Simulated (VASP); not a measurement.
**MoN2: single point with PBE**

The system is MoN2.

```
Mo N
1.0
     4.49555    0.00000    0.00000
     0.00000    4.17057    0.00000
     0.00000    0.00000    2.75189
Mo N
2 4
Direct
  0.50000 0.50000 0.00000
  0.00000 0.00000 0.00000
  0.88790 0.38790 0.50000
  0.11210 0.61210 0.50000
  0.38790 0.11210 0.50000
  0.61210 0.88790 0.50000
```

This cell differs from its parent crystal: strain +0.0375 x Voigt [1, -1, 0, 0, 0, 0].

| Property | Result |
| --- | --- |
| Program | VASP 6.6.1 |
| Task | single point |
| Functional | PBE |
| Potentials or basis | VASP PAW PBE potentials, release 64 (Mo_sv, N) |
| Cutoff | 520 eV |
| k mesh | 12 × 12 × 18 |
| Occupations | gaussian, width 0.15 eV |
| Spin | no spin polarisation |

```yaml
Pressure: 2.5 GPa
Largest_force: 0.415 eV/Å
Band_gap_on_the_k_mesh: zero (band 24 reaches 13.77 eV, above the bottom of band 25 at 11.69 eV)
```

Forces on the atoms (eV/Å):
```
Mo   0.000  0.000  0.000
Mo   0.000  0.000  0.000
N    0.287 -0.299  0.000
N   -0.287  0.299  0.000
N    0.287  0.299  0.000
N   -0.287 -0.299  0.000
```

Stress tensor (GPa, compression positive):
```
-17.67   0.00   0.00
  0.00  22.43   0.00
  0.00   0.00   2.66
```

Levels at points of the mesh, in eV from the Fermi level:
```
           k point  band 22  band 23  band 24  band 25  band 26  band 27
(0.00, 0.00, 0.00)    -2.95    -2.15    -1.77     0.47     0.75     0.99
(0.50, 0.00, 0.00)    -2.24    -0.97    -0.97    -0.55    -0.55     1.83
(0.00, 0.50, 0.00)    -1.84    -1.35    -1.35    -0.30    -0.30     2.60
(0.50, 0.50, 0.00)    -0.83     0.48     0.48     0.51     0.51     0.97
(0.00, 0.00, 0.50)    -1.81     0.57     1.01     1.53     2.00     2.36
(0.50, 0.00, 0.50)    -2.62    -1.13    -1.13     2.67     2.67     3.42
(0.00, 0.50, 0.50)    -2.49    -0.97    -0.97     2.22     2.22     2.27
(0.50, 0.50, 0.50)    -5.12    -1.33    -1.33     2.43     2.43     3.29
```

Run time: 4.4 min on 1 thread of Intel(R) Xeon(R) 6975P-C (Granite Rapids) (shared host), peak memory 0.66 GiB.

Caveat: the cell differs from its parent crystal (strain +0.0375 x Voigt [1, -1, 0, 0, 0, 0]).
